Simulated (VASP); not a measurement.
# MoS2 (R3m) in VASP: single point with PBE

Aim: the single point of MoS2 with PBE.

Everything below comes from runs of VASP 6.6.1. Logs are shortened: lines on timing, memory, paths and dates and some standing lists are left out, and cuts for length are marked.

### 1 The cell of the first run

The structure is trigonal, space group R3m (No. 160). The conventional cell has a = 3.163 Å, b = 3.163 Å, c = 18.370 Å, α = 90.00°, β = 90.00°, γ = 120.00°. Mo (site symmetry 3m) has 6 S at 2.36 Å and 6 Mo at 3.16 Å within 3.2 Å. Within 3.2 Å of S (site symmetry 3m) lie 3 Mo at 2.36 Å and 7 S at 3.00 to 3.16 Å. S (site symmetry 3m) has 3 Mo at 2.36 Å and 7 S at 3.00 to 3.16 Å within 3.2 Å.

### 2 Single point, PBE

File POSCAR:

```
MoS2
1.0
    1.5815003568      0.9130796567      6.1233300000
   -1.5815003568      0.9130796567      6.1233300000
    0.0000000000     -1.8261593134      6.1233300000
Mo S
1 2
Direct
    0.0000000000      0.0000000000      0.0000000000
    0.7484000000      0.7484000000      0.7484000000
    0.5849000000      0.5849000000      0.5849000000
```

File INCAR.step1:

```
PREC = Accurate
ENCUT = 520
EDIFF = 1E-6
ISMEAR = -1
SIGMA = 0.05
LREAL = False
LASPH = True
NELM = 80
ALGO = Normal
ISIF = 2
LWAVE = False
LCHARG = True
LMAXMIX = 4
GGA = PE
NBANDS = 20
```

File KPOINTS.step1:

```
Automatic mesh
0
Gamma
  15 15 15
```

File INCAR.step2:

```
PREC = Accurate
ENCUT = 520
EDIFF = 1E-6
ISMEAR = -5
SIGMA = 0.05
LREAL = False
LASPH = True
NELM = 80
ALGO = Normal
ISIF = 2
LWAVE = False
LCHARG = False
LMAXMIX = 4
GGA = PE
LORBIT = 11
NBANDS = 20
NEDOS = 2001
ICHARG = 11
```

File KPOINTS.step2:

```
Automatic mesh
0
Gamma
  23 23 23
```

Potentials or basis: VASP PAW PBE potentials, release 64 (Mo_sv, S).

The run is started by

```bash
$ cat potpaw_PBE.64/Mo_sv/POTCAR potpaw_PBE.64/S/POTCAR > POTCAR
$ cp INCAR.step1 INCAR
$ cp KPOINTS.step1 KPOINTS
$ mpirun -np 1 vasp_std > vasp.out
$ cp INCAR.step2 INCAR
$ cp KPOINTS.step2 KPOINTS
$ mpirun -np 1 vasp_std > vasp.out
```

OUTCAR:

```text
PREC = Accurate
   ENCUT = 520
   EDIFF = 1E-6
   ISMEAR = -5
   LREAL = False
   LASPH = True
   NELM = 80
   ISIF = 2
   GGA = PE
   LORBIT = 11
   ICHARG = 11

 ion  position               nearest neighbor table
   1  0.000  0.000  0.000-   2 2.36   2 2.36   2 2.36   3 2.36   3 2.36   3 2.36
   2  0.748  0.748  0.748-   1 2.36   1 2.36   1 2.36
   3  0.585  0.585  0.585-   1 2.36   1 2.36   1 2.36

  LATTYP: Found a trigonal (rhomboedric) cell.
 ALAT       =     6.3898378796
 COS(alpha) =     0.8774851014

  Lattice vectors:

 A1 = (   1.5815003568,   0.9130796567,   6.1233300000)
 A2 = (  -1.5815003568,   0.9130796567,   6.1233300000)
 A3 = (   0.0000000000,  -1.8261593134,   6.1233300000)

Analysis of symmetry for initial positions (statically):
=====================================================================
 Subroutine PRICEL returns:
 Original cell was already a primitive cell.

 Routine SETGRP: Setting up the symmetry group for a
 trigonal (rhombohedral) supercell.

 Subroutine GETGRP returns: Found  6 space group operations
 (whereof  6 operations were pure point group operations)
 out of a pool of 12 trial point group operations.

The static configuration has the point symmetry C_3v.

Analysis of symmetry for dynamics (positions and initial velocities):
=====================================================================
 Subroutine PRICEL returns:
 Original cell was already a primitive cell.

 Routine SETGRP: Setting up the symmetry group for a
 trigonal (rhombohedral) supercell.

 Subroutine GETGRP returns: Found  6 space group operations
 (whereof  6 operations were pure point group operations)
 out of a pool of 12 trial point group operations.

The dynamic configuration has the point symmetry C_3v.

 Subroutine INISYM returns: Found  6 space group operations
 (whereof  6 operations are pure point group operations),
 and found     1 'primitive' translations

----------------------------------------------------------------------------------------

                                     Primitive cell

  volume of cell :      53.0538

  direct lattice vectors                    reciprocal lattice vectors
     1.581500357  0.913079657  6.123330000     0.316155477  0.182532450  0.054436611
    -1.581500357  0.913079657  6.123330000    -0.316155477  0.182532450  0.054436611
     0.000000000 -1.826159313  6.123330000     0.000000000 -0.365064900  0.054436611

  length of vectors
     6.389837880  6.389837880  6.389837880     0.369101240  0.369101240  0.369101240

  position of ions in fractional coordinates (direct lattice)
     0.000000000  0.000000000  0.000000000
     0.748400000  0.748400000  0.748400000
     0.584900000  0.584900000  0.584900000

  ion indices of the primitive-cell ions
   primitive index   ion index
                 1           1
                 2           2
                 3           3

----------------------------------------------------------------------------------------

 KPOINTS: Automatic mesh

Automatic generation of k-mesh.
 Grid dimensions read from file:
 generate k-points for:   23   23   23

 Generating k-lattice:

  Cartesian coordinates                     Fractional coordinates (reciprocal lattice)
     0.013745890  0.007936193  0.002366809     0.043478261  0.000000000  0.000000000
    -0.013745890  0.007936193  0.002366809     0.000000000  0.043478261  0.000000000
     0.000000000 -0.015872387  0.002366809     0.000000000  0.000000000  0.043478261

  Length of vectors
     0.016047880  0.016047880  0.016047880

  Shift w.r.t. Gamma in fractional coordinates (k-lattice)
     0.000000000  0.000000000  0.000000000

 TETIRR: Found   6095 inequivalent tetrahedra from    73002

 Subroutine IBZKPT returns following result:
 ===========================================

 Found   1156 irreducible k-points:

 Following reciprocal coordinates:
            Coordinates               Weight
  0.000000  0.000000  0.000000      1.000000
  0.043478 -0.000000  0.000000      6.000000
  0.086957  0.000000  0.000000      6.000000
  0.130435 -0.000000  0.000000      6.000000
  0.173913 -0.000000  0.000000      6.000000
  0.217391 -0.000000  0.000000      6.000000
[... 16 lines left out ...]
  0.478261  0.043478  0.000000     12.000000
 -0.478261  0.043478 -0.000000     12.000000
 [... further k-points ...]
   k-points           NKPTS =   1156   k-points in BZ     NKDIM =   1156   number of bands    NBANDS=     20
   number of dos      NEDOS =   2001   number of ions     NIONS =      3
   total plane-waves  NPLWV = 110592
   dimension x,y,z NGX =    48 NGY =   48 NGZ =   48
   dimension x,y,z NGXF=    96 NGYF=   96 NGZF=   96
   ions per type =               1   2
   NGX,Y,Z   is equivalent  to a cutoff of  12.49, 12.49, 12.49 a.u.
   NGXF,Y,Z  is equivalent  to a cutoff of  24.98, 24.98, 24.98 a.u.
 SYSTEM =  unknown system
   PREC   = accura    normal or accurate (medium, high low for compatibility)
   ISTART =      0    job   : 0-new  1-cont  2-samecut
   ICHARG =     11    charge: 1-file 2-atom 10-const
   ISPIN  =      1    spin polarized calculation?
   LNONCOLLINEAR =      F non collinear calculations
   LSORBIT =      F    spin-orbit coupling
   LASPH  =      T    aspherical Exc in radial PAW
   ENCUT  =  520.0 eV  38.22 Ry    6.18 a.u.  11.88 11.88 11.88*2*pi/ulx,y,z
   NELM   =     80;   NELMIN=  2; NELMDL=  0     # of ELM steps
   EDIFF  = 0.1E-05   stopping-criterion for ELM
   LREAL  =      F    real-space projection
   EDIFFG = 0.1E-04   stopping-criterion for IOM
   NSW    =      0    number of steps for IOM
   IBRION =     -1    ionic relax: 0-MD 1-quasi-New 2-CG
   NFREE  =      0    steps in history (QN), initial steepest desc. (CG)
   ISIF   =      2    stress and relaxation
   ISYM   =      2    0-nonsym 1-usesym 2-fastsym
   POTIM  = 0.5000    time-step for ionic-motion
   TEBEG  =    0.0;   TEEND  =   0.0 temperature during run
   PSTRESS=    0.0 pullay stress
   NELECT =      26.0000    total number of electrons
   NUPDOWN=      -1.0000    fix difference up-down
   EMIN   =  10.00;   EMAX   =-10.00  energy-range for DOS
   EFERMI =   0.00;   METHOD = LEGACY
   ISMEAR =    -5;   SIGMA  =   0.05  broadening in eV -4-tet -1-fermi 0-gaus
   EFERMI_NEDOS =   21; number of points for ismear=-14 and -15
   IALGO  =     38    algorithm
   IMIX   =      4    mixing-type and parameters
     AMIX     =   0.40;   BMIX     =  1.00
     AMIX_MAG =   1.60;   BMIX_MAG =  1.00
  volume/ion in A,a.u.               =      17.68       119.34
  Fermi-wavevector in a.u.,A,eV,Ry     =   1.290705  2.439079 22.666209  1.665919
  Thomas-Fermi vector in A             =   2.422520
   LORBIT       =     11    0 simple, 1 ext, 2 COOP (PROOUT), +10 PAW based schemes
   GGA     = PE    functional components
   LHFCALC =     F    Hartree Fock is set to
   AEXX    =    0.0000 exact exchange contribution
   IVDW    =     0    specifies the selected vdW correction
   LEPSILON=     F    determine dielectric tensor
   LRPA    =     F    only Hartree local field effects (RPA)
 non-spin polarized calculation
 Fermi weights with tetrahedron method with Bloechl corrections
  energy-cutoff  :      520.00
  volume of cell :       53.05
 maximum number of plane-waves:      1447

 number of electron      26.0000001 magnetization

 Free energy of the ion-electron system (eV)
  ---------------------------------------------------
  ext. energy  EPLUGINS =         0.00000000
  ---------------------------------------------------
  free energy    TOTEN  =       -21.72301771 eV

  energy without entropy =      -21.72301771  energy(sigma->0) =      -21.72301771

 E-fermi :   7.8453     XC(G=0): -10.7967

 val. band max:        7.8139174637   @ k =   0.4783   0.4783   0.4783
 cond. band min:       8.5105557152   @ k =  -0.1739   0.4783   0.1304
 fundamental gap:      0.6966382515
 Fermi energy:         7.8452964600

 k-point     1 :       0.0000    0.0000    0.0000
  band No.  band energies     occupation
      1     -53.8755      2.00000
      2     -28.0511      2.00000
      3     -27.8373      2.00000
      4     -27.8373      2.00000
      5      -7.5421      2.00000
      6      -5.7065      2.00000
[... 12 lines left out ...]
     19      15.8709      0.00000
     20      16.0836      0.00000

 k-point     2 :       0.0435   -0.0000    0.0000
  band No.  band energies     occupation
      1     -53.8747      2.00000
      2     -28.0495      2.00000
      3     -27.8452      2.00000
      4     -27.8391      2.00000
      5      -7.5121      2.00000
      6      -5.6987      2.00000
[... 12 lines left out ...]
     19      15.9984      0.00000
     20      16.1177      0.00000

 k-point     3 :       0.0870    0.0000    0.0000
  band No.  band energies     occupation
      1     -53.8725      2.00000
      2     -28.0449      2.00000
      3     -27.8684      2.00000
      4     -27.8443      2.00000
      5      -7.4232      2.00000
      6      -5.6755      2.00000
[... 12 lines left out ...]
     19      16.1458      0.00000
     20      16.3798      0.00000

 k-point     4 :       0.1304   -0.0000    0.0000
  band No.  band energies     occupation
      1     -53.8688      2.00000
      2     -28.0376      2.00000
      3     -27.9048      2.00000
      4     -27.8525      2.00000
      5      -7.2793      2.00000
      6      -5.6381      2.00000
[... 429 lines left out ...]
 k-point    23 :       0.4783    0.0435    0.0000
  band No.  band energies     occupation
      1     -53.8339      2.00000
      2     -28.2416      2.00000
      3     -27.9667      2.00000
      4     -27.9354      2.00000
      5      -5.5778      2.00000
      6      -5.2129      2.00000
[... 12 lines left out ...]
     19      14.7677      0.00000
     20      15.3794      0.00000

 k-point    24 :      -0.4783    0.0435   -0.0000
  band No.  band energies     occupation
      1     -53.8332      2.00000
      2     -28.2489      2.00000
      3     -27.9651      2.00000
      4     -27.9372      2.00000
      5      -5.5305      2.00000
      6      -5.2005      2.00000
[... 12 lines left out ...]
     19      14.7654      0.00000
     20      15.3499      0.00000

 [... further k-points ...]

------------------------ aborting loop because EDIFF is reached ----------------------------------------

  FORCE on cell =-STRESS in cart. coord.  units (eV):
  Direction    XX          YY          ZZ          XY          YZ          ZX
  --------------------------------------------------------------------------------------
  -------------------------------------------------------------------------------------
  Total        2.2476190      2.2476190      4.5457257      0.0000000      0.0000000      0.0000000
  in kB       67.8760253     67.8760253    137.2767306      0.0000000      0.0000000      0.0000000
  external PRESSURE =      91.0095937 kB  Pullay stress =       0.0000000 kB

 VOLUME and BASIS-vectors are now :
 -----------------------------------------------------------------------------
  energy-cutoff  :      520.00
  volume of cell :       53.05
      direct lattice vectors                 reciprocal lattice vectors
     1.581500357  0.913079657  6.123330000     0.316155477  0.182532450  0.054436611
    -1.581500357  0.913079657  6.123330000    -0.316155477  0.182532450  0.054436611
     0.000000000 -1.826159313  6.123330000     0.000000000 -0.365064900  0.054436611

 POSITION                                       TOTAL-FORCE (eV/Angst)
 -----------------------------------------------------------------------------------
      0.00000      0.00000      0.00000         0.000000     -0.000000     -0.002606
      0.00000      0.00000     13.74810         0.000000      0.000000      1.273097
      0.00000      0.00000     10.74461         0.000000     -0.000000     -1.270491
 -----------------------------------------------------------------------------------
    total drift:                                0.000000      0.000000     -0.000008

  FREE ENERGIE OF THE ION-ELECTRON SYSTEM (eV)
  ---------------------------------------------------
  free  energy   TOTEN  =       -21.7230177101 eV

  energy  without entropy=      -21.7230177101  energy(sigma->0) =      -21.72301771

 total charge

# of ion       s       p       d       tot
------------------------------------------
    1        2.306   6.241   4.030  12.577
    2        1.364   2.369   0.000   3.732
    3        1.364   2.369   0.000   3.732
--------------------------------------------------
tot          5.033  10.978   4.030  20.041
```

It took 17 min on 1 thread of Intel Xeon 6975P-C (Granite Rapids), shared host; peak memory 1.2 GiB.

Results:

```yaml
Valence_electrons_inside_the_program's_atomic_spheres: Mo 12.58; S 3.73
```
